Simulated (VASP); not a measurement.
# Rb2Ni (P6/mmm) in VASP: notebook, part 2 of 2

VASP 6.6.1.

### 3 Relaxation of cell and atoms, PBE, collinear spin, ferromagnetic start

This run uses another cell than the first one, of 38.88 Å³/atom.

File INCAR:

```
SYSTEM = Rb2Ni
  PREC = Accurate
  ENCUT = 600
  EDIFF = 1E-7
  ISMEAR = 0
  SIGMA = 0.1
  LREAL = .False.
  LASPH = .True.
  NELM = 150
  ALGO = Fast
  ISIF = 3
  LWAVE = .False.
  LCHARG = .False.
  ISPIN = 2
  MAGMOM = 0 0 2
  LORBIT = 11
  LMAXMIX = 4
  GGA = PE
  IBRION = 2
  NSW = 90
  EDIFFG = -0.04
```

File KPOINTS:

```
Automatic mesh
0
Gamma
  6 6 2
  0 0 0
```

File POSCAR:

```
Rb2Ni
1.0
    4.1157747600      0.0000000000      0.0000000000
   -2.0578873800      3.5643655000      0.0000000000
    0.0000000000      0.0000000000      7.9510689800
Rb Ni
2 1
Direct
    0.0000000000      0.0000000000      0.7817516500
    0.0000000000      0.0000000000      0.2182483500
    0.0000000000      0.0000000000      0.5000000000
```

Potentials or basis: VASP PAW PBE potentials, release 64 (Rb_sv, Ni).

Run with:

```sh
> cat potpaw_PBE.64/Rb_sv/POTCAR potpaw_PBE.64/Ni/POTCAR > POTCAR
> mpirun -np 1 vasp_std > vasp.out
```

OUTCAR:

```text
SYSTEM = Rb2Ni
   PREC = Accurate
   ENCUT = 600
   EDIFF = 1E-7
   ISMEAR = 0
   LREAL = .False.
   LASPH = .True.
   NELM = 150
   ISIF = 3
   ISPIN = 2
   LORBIT = 11
   GGA = PE
   IBRION = 2
   NSW = 90
   EDIFFG = -0.04

 ion  position               nearest neighbor table
   1  0.000  0.000  0.782-   3 2.24   2 3.47   2 4.48   2 5.38   2 5.38   2 5.38   2 5.38   2 5.38
                             2 5.38
   2  0.000  0.000  0.218-   3 2.24   1 3.47   1 4.48   1 5.38   1 5.38   1 5.38   1 5.38   1 5.38
                             1 5.38
   3  0.000  0.000  0.500-   1 2.24   2 2.24

  LATTYP: Found a hexagonal cell.
 ALAT       =     4.1157747600
 C/A-ratio  =     1.9318523106

  Lattice vectors:

 A1 = (   4.1157747600,   0.0000000000,   0.0000000000)
 A2 = (  -2.0578873800,   3.5643655000,   0.0000000000)
 A3 = (   0.0000000000,   0.0000000000,   7.9510689800)

Analysis of symmetry for initial positions (statically):
=====================================================================
 Subroutine PRICEL returns:
 Original cell was already a primitive cell.

 Routine SETGRP: Setting up the symmetry group for a
 hexagonal supercell.

 Subroutine GETGRP returns: Found 24 space group operations
 (whereof 24 operations were pure point group operations)
 out of a pool of 24 trial point group operations.

The static configuration has the point symmetry D_6h.

Analysis of symmetry for dynamics (positions and initial velocities):
[... 364 lines left out ...]
 number of electron      27.9999997 magnetization      -0.0000029

 number of electron      27.9999997 magnetization       0.0000300

 Free energy of the ion-electron system (eV)
  ---------------------------------------------------
  ext. energy  EPLUGINS =         0.00000000
  ---------------------------------------------------
  free energy    TOTEN  =        -3.92392377 eV

  energy without entropy =       -3.90704709  energy(sigma->0) =       -3.91548543

 E-fermi :   0.8025     XC(G=0):  -6.7787

 val. band max:        0.8010112943   @ k =   0.1667   0.0000   0.0000
 cond. band min:       0.9105778504   @ k =   0.3333   0.0000   0.0000
 fundamental gap:      0.1095665560
 Fermi energy:         0.8024958493

 spin component 1

 k-point     1 :       0.0000    0.0000    0.0000
  band No.  band energies     occupation
      1     -27.8962      1.00000
      2     -27.8927      1.00000
      3     -12.0120      1.00000
      4     -11.9068      1.00000
      5     -11.8157      1.00000
      6     -11.8157      1.00000
[... 284 lines left out ...]
      5     -12.1635      1.00000
      6     -12.1635      1.00000
[... 11 lines left out ...]
     18       2.6385      0.00000
     19       3.3113      0.00000
 Fermi energy:         0.8024958493

 spin component 2

 k-point     1 :       0.0000    0.0000    0.0000
  band No.  band energies     occupation
      1     -27.8962      1.00000
      2     -27.8927      1.00000
      3     -12.0120      1.00000
      4     -11.9068      1.00000
      5     -11.8157      1.00000
      6     -11.8157      1.00000
[... 327 lines left out ...]
  FREE ENERGIE OF THE ION-ELECTRON SYSTEM (eV)
  ---------------------------------------------------
  free  energy   TOTEN  =        -3.9239237667 eV

  energy  without entropy=       -3.9070470910  energy(sigma->0) =       -3.91548543

 reached required accuracy - stopping structural energy minimisation

 total charge

# of ion       s       p       d       tot
------------------------------------------
    1        1.970   5.311   0.033   7.313
    2        1.970   5.311   0.033   7.313
    3        0.382   0.036   8.476   8.894
--------------------------------------------------
tot          4.322  10.657   8.541  23.520

 magnetization (x)

# of ion       s       p       d       tot
------------------------------------------
    1       -0.000  -0.000  -0.000  -0.000
    2       -0.000  -0.000  -0.000  -0.000
    3       -0.000  -0.000   0.000   0.000
--------------------------------------------------
tot         -0.000  -0.000   0.000   0.000
```

Wall time 18 min (1 thread of AMD EPYC 9R45 (Zen 5), shared host); peak memory 0.35 GiB.

Results:

```
Free energy                                           : -3.9239 eV
Relaxed volume                                        : 50.39 Å³/atom
Relaxed cell                                          : a = 4.080 Å, b = 4.080 Å, c = 10.487 Å, α = 90.00°, β = 90.00°, γ = 120.00°
Space group after relaxing (to 0.1 Å)                 : P6/mmm (No. 191)
Energy gained by relaxing                             : 470.7 meV/atom
Ionic steps                                           : 13
Pressure after relaxing                               : 0.0 GPa
Largest force after relaxing                          : 0.006 eV/Å
Band gap on the k mesh                                : zero (filled and empty bands overlap)
Net moment                                            : 0.00 μB per cell
Valence electrons inside the program's atomic spheres : Rb 7.31; Ni 8.89
```

Forces in eV/Å, atoms in the order of the input:
```
Rb   0.000  0.000  0.006
Rb   0.000  0.000 -0.006
Ni   0.000  0.000  0.000
```

The path:
| step | energy change (eV) | largest force (eV/Å) | pressure (GPa) | volume (Å³) |
| --- | --- | --- | --- | --- |
| 1 | 0.0000 | 1.6865 | 5.81 | 116.64 |
| 2 | -1.3055 | 0.1265 | 0.84 | 140.62 |
| 3 | -1.3768 | 0.0283 | 0.34 | 146.39 |
| 4 | -1.3742 | 0.2228 | -0.28 | 157.98 |
| 5 | -1.3944 | 0.1541 | -0.05 | 152.59 |
| 6 | -1.3949 | 0.1406 | 0.01 | 151.84 |
| 7 | -1.3973 | 0.1335 | -0.02 | 151.89 |
| 8 | -1.4033 | 0.1067 | -0.03 | 152.02 |
| 9 | -1.4099 | 0.0604 | -0.07 | 152.26 |
| 10 | -1.4052 | 0.0073 | -0.09 | 152.62 |
| 11 | -1.4109 | 0.0290 | -0.08 | 152.39 |
| 12 | -1.4116 | 0.0246 | 0.04 | 150.44 |
| 13 | -1.4120 | 0.0057 | -0.01 | 151.17 |

Final structure:
```
Rb Ni
1.0
     4.07984    0.00000    0.00000
    -2.03992    3.53325    0.00000
     0.00000    0.00000   10.48665
Rb Ni
2 1
Direct
  0.00000 0.00000 0.78484
  0.00000 0.00000 0.21516
  0.00000 0.00000 0.50000
```

Levels at points of the mesh, in eV from the Fermi level:
Spin up:
```
           k point  band 11  band 12  band 13  band 14  band 15  band 16  band 17  band 18
(0.00, 0.00, 0.00)    -0.67    -0.33    -0.27    -0.27    -0.23    -0.23     1.80     2.68
(0.50, 0.00, 0.00)    -0.40    -0.27    -0.08     0.35     0.67     1.27     1.41     1.52
(0.00, 0.00, 0.50)    -0.41    -0.27    -0.27    -0.23    -0.23     0.26     1.30     2.71
(0.50, 0.00, 0.50)    -0.38    -0.27    -0.08     0.47     0.78     0.86     1.06     1.92
```
Spin down:
```tsv
k point	band 11	band 12	band 13	band 14	band 15	band 16	band 17	band 18
(0.00, 0.00, 0.00)	-0.67	-0.33	-0.27	-0.27	-0.23	-0.23	1.80	2.68
(0.50, 0.00, 0.00)	-0.40	-0.27	-0.08	0.35	0.67	1.27	1.41	1.52
(0.00, 0.00, 0.50)	-0.41	-0.27	-0.27	-0.23	-0.23	0.26	1.30	2.71
(0.50, 0.00, 0.50)	-0.38	-0.27	-0.08	0.47	0.78	0.86	1.06	1.92
```

Caveat: the k points lie up to 0.30 Å⁻¹ apart in the final cell, too coarse for converged energies and pressures of a metal; the volume moved by over 15 % at a fixed basis, so the end points are rough; the moments typed at the start vanished in this run.

The gap in the log of VASP goes by the Fermi energy; the results here count the filled bands.